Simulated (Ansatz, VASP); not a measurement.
## KBr in VASP and in Ansatz

Contents of INCAR:

```
PREC     = Accurate       # precision mode
ENCUT    = 520            # plane-wave cutoff, eV
EDIFF    = 1E-6           # SCF threshold, eV
ISMEAR   = 0              # smearing method
SIGMA    = 0.05           # smearing width, eV
LREAL    = False          # projectors in reciprocal space
LASPH    = True           # aspherical terms in the spheres
NELM     = 60             # most SCF steps
ALGO     = Normal         # electronic algorithm
ISIF     = 2              # what is computed and relaxed
LWAVE    = False          # write WAVECAR
LCHARG   = False          # write CHGCAR
GGA      = PS             # functional
NBANDS   = 15             # bands
```

The input KPOINTS:

```
regular mesh
0
Gamma
  6 6 6
```

File POSCAR:

```
KBr
1.0
    4.0434990000      0.0000000000      0.0000000000
    0.0000000000      4.0434990000      0.0000000000
    0.0000000000      0.0000000000      4.0434990000
K Br
1 1
Direct
    0.0000000000      0.0000000000      0.0000000000
    0.5000000000      0.5000000000      0.5000000000
```

Input for Ansatz:

```yaml
crystal:
  lattice:
    - [4.043499, 0.0, 0.0]
    - [0.0, 4.043499, 0.0]
    - [0.0, 0.0, 4.043499]
  atoms:
    - { symbol: K, position: [0.0, 0.0, 0.0] }
    - { symbol: Br, position: [0.5, 0.5, 0.5] }
basis:
  ecutwfc: 420
kpoints:
  mp_grid: { grid: [6, 6, 6] }
hamiltonian:
  xc: pbesol
scf:
  occupations: { method: gaussian, width: 0.05 }
output:
  forces: true
  stress: true
  eigenvalues: true
```

Alike in both runs: task single point; functional PBEsol; k mesh 6 × 6 × 6; occupations gaussian, width 0.05 eV; no spin polarisation.

|  | VASP | Ansatz |
| --- | --- | --- |
| version | VASP 6.6.1 | Ansatz 0.2.0 |
| potentials or method | VASP PAW PBE potentials, release 64 (K_sv, Br), cutoff 520 eV | scalar-relativistic, plane waves, PAW |
| valence electrons in the cell | 16 | 16 |

|  | VASP | Ansatz | Ansatz less VASP |
| --- | --- | --- | --- |
| gap on the k mesh at the Fermi level (eV) | 3.70 | 3.71 | +0.003 |
| least direct gap on the mesh (eV) | 3.97 | 3.97 | +0.003 |
| pressure (GPa) | -1.2 | -1.2 | 0.00 |

VASP's potentials were made for PBE, not for PBEsol.
